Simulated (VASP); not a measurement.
Input of a VASP 6.6.1 run:

The input POSCAR:

```
SiC
1.0
    3.0753564100      0.0000000000      0.0000000000
   -1.5376782050      2.6633367767      0.0000000000
    0.0000000000      0.0000000000      5.0481087359
Si C
2 2
Direct
    0.3333333333      0.6666666667      0.4995917744
    0.6666666667      0.3333333333      0.9995917744
    0.3333333333      0.6666666667      0.8754082256
    0.6666666667      0.3333333333      0.3754082256
```

INCAR.step1

```
SYSTEM = SiC
PREC = Accurate ; ENCUT = 520
EDIFF = 1E-5 ; ISMEAR = 0
SIGMA = 0.01 ; LREAL = .FALSE.
LASPH = .TRUE. ; NELM = 80
ALGO = Normal ; ISIF = 2
LWAVE = .TRUE. ; GGA = PE
NBANDS = 16
```

Contents of INCAR.step2:

```
SYSTEM = SiC
PREC = Accurate ; ENCUT = 520
EDIFF = 1E-7 ; ISMEAR = 0
SIGMA = 0.01 ; LREAL = .FALSE.
LASPH = .TRUE. ; NELM = 80
ALGO = Normal ; ISIF = 2
LWAVE = .FALSE. ; LCHARG = .TRUE.
GGA = PE ; LHFCALC = .TRUE.
HFSCREEN = 0.2079 ; PRECFOCK = Normal
LELF = .TRUE. ; LVHAR = .TRUE.
ISTART = 1 ; NBANDS = 16
```

The input KPOINTS:

```
Automatic mesh
0
G
  6 6 4
  0 0 0
```

Potentials or basis: VASP PAW PBE potentials, release 64 (Si, C).

Command:

```console
$ cat potpaw_PBE.64/Si/POTCAR potpaw_PBE.64/C/POTCAR > POTCAR
$ cp INCAR.step1 INCAR
$ mpirun -np 1 vasp_std > vasp.out
$ cp INCAR.step2 INCAR
$ mpirun -np 1 vasp_std > vasp.out
```

Problem. Estimate the band gap on the k mesh.

Solution. 3.16 eV (least direct gap 5.06 eV).

Problem. Predict the pressure.

Solution. -1.6 GPa.

Problem. Predict the largest force.

Solution. 0.018 eV/Å.

Forces in eV/Å, atoms in the order of the input:
```
Si   0.000  0.000 -0.018
Si   0.000  0.000 -0.018
C    0.000  0.000  0.018
C    0.000  0.000  0.018
```

Caveat: the PAW data sets were made with another functional, which shifts forces and pressure a little. A k mesh can miss the band edges.
